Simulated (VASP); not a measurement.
Write the native input for VASP 6.6.1 that does the following.

```
Task                   : single point
Functional             : RPBE
Potentials or basis    : VASP PAW PBE potentials, release 64 (Re)
Cutoff                 : 520 eV
k mesh                 : 8 × 8 × 3
Occupations            : fermi-dirac, width 0.05 eV
Spin                   : no spin polarisation
Dipole correction      : no
Further INCAR settings : ALGO = Fast; EDIFF = 1e-07; NBANDS = 22
```

The structure of Re lies in POSCAR:

```
Re
1.0
    2.7862459473      0.0000000000      0.0000000000
   -1.3931229736      2.4129597716      0.0000000000
    0.0000000000      0.0000000000      8.9941748220
Re
4
Direct
    0.6666666667      0.3333333333      0.7500000000
    0.0000000000      0.0000000000      0.5000000000
    0.3333333333      0.6666666667      0.2500000000
    0.0000000000      0.0000000000      0.0000000000
```

These files were run (other wordings do the same):

INCAR

```
  PREC = Accurate
  ENCUT = 520
  EDIFF = 1E-7
  ISMEAR = -1
  SIGMA = 0.05
  LREAL = False
  LASPH = True
  NELM = 100
  ALGO = Fast
  ISIF = 2
  LWAVE = False
  LCHARG = False
  GGA = RP
  NBANDS = 22
```

KPOINTS

```
regular mesh
0
Gamma
  8 8 3
```

Potentials or basis: VASP PAW PBE potentials, release 64 (Re).

Launch:

```console
$ cat potpaw_PBE.64/Re/POTCAR > POTCAR
$ mpirun -np 1 vasp_std > vasp.out
```

Results of the run:

* Pressure: -0.8 GPa
* Band gap on the k mesh: zero (bands 14 and 15 overlap by 2.36 eV)

Caveat: the PAW data sets were made with another functional, which shifts forces and pressure a little; spin-orbit coupling is left out, which moves the levels of the heavy elements.

It took 71 s on 1 thread of Intel Xeon 8259CL, on a shared host, peak memory 0.2 GiB.
